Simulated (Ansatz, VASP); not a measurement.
# One calculation of ZnS, two programs

The input INCAR:

```
PREC = Accurate ; ENCUT = 520
EDIFF = 1E-7 ; ISMEAR = 0
SIGMA = 0.05 ; LREAL = F
LASPH = T ; NELM = 80
ALGO = Normal ; ISIF = 2
LWAVE = F ; LCHARG = F
GGA = PE ; NBANDS = 26
```

Contents of KPOINTS:

```
Automatic mesh
0
Gamma
  12 12 4
```

POSCAR

```
ZnS
1.0
    3.8454929889      0.0000000000      0.0000000000
   -1.9227464944      3.3302946184      0.0000000000
    0.0000000000      0.0000000000      6.3368599712
Zn S
2 2
Direct
    0.3333333333      0.6666666667      0.0052197899
    0.6666666667      0.3333333333      0.5052197899
    0.3333333333      0.6666666667      0.3797802101
    0.6666666667      0.3333333333      0.8797802101
```

Input for Ansatz:

```yaml
crystal:
  lattice:
    - [3.8454929889, 0.0, 0.0]
    - [-1.9227464944, 3.3302946184, 0.0]
    - [0.0, 0.0, 6.3368599712]
  atoms:
    - { symbol: Zn, position: [0.3333333333, 0.6666666667, 0.0052197899] }
    - { symbol: Zn, position: [0.6666666667, 0.3333333333, 0.5052197899] }
    - { symbol: S, position: [0.3333333333, 0.6666666667, 0.3797802101] }
    - { symbol: S, position: [0.6666666667, 0.3333333333, 0.8797802101] }
basis:
  ecutwfc: 420
kpoints:
  mp_grid: { grid: [12, 12, 4] }
hamiltonian:
  xc: pbe
scf:
  occupations: { method: gaussian, width: 0.05 }
output:
  forces: true
  stress: true
  eigenvalues: true
```

Change from the starting cell: strain +0.0050 x Voigt [0, 0, 1, 0, 0, 0], atoms carried along.

Alike in both runs: task single point; functional PBE; k mesh 12 × 12 × 4; occupations gaussian, width 0.05 eV; no spin polarisation.

```csv
,VASP,Ansatz
version,VASP 6.6.1,Ansatz 0.2.0
potentials or method,"VASP PAW PBE potentials, release 64 (Zn, S), cutoff 520 eV","scalar-relativistic, plane waves, PAW"
valence electrons in the cell,36,36
```

```tsv
	VASP	Ansatz	Ansatz less VASP
gap on the k mesh at the Fermi level (eV)	2.05	2.05	-0.003
least direct gap on the mesh (eV)	2.05	2.05	-0.003
pressure (GPa)	-0.2	-0.4	-0.14
traceless stress, the component that is largest in VASP (GPa)	-0.42	-0.42	+0.004
rms of the force components (eV/Å)	0.016	0.015	-0.0006
```

Atom by atom the forces differ by 0.001 eV/Å (rms over components).
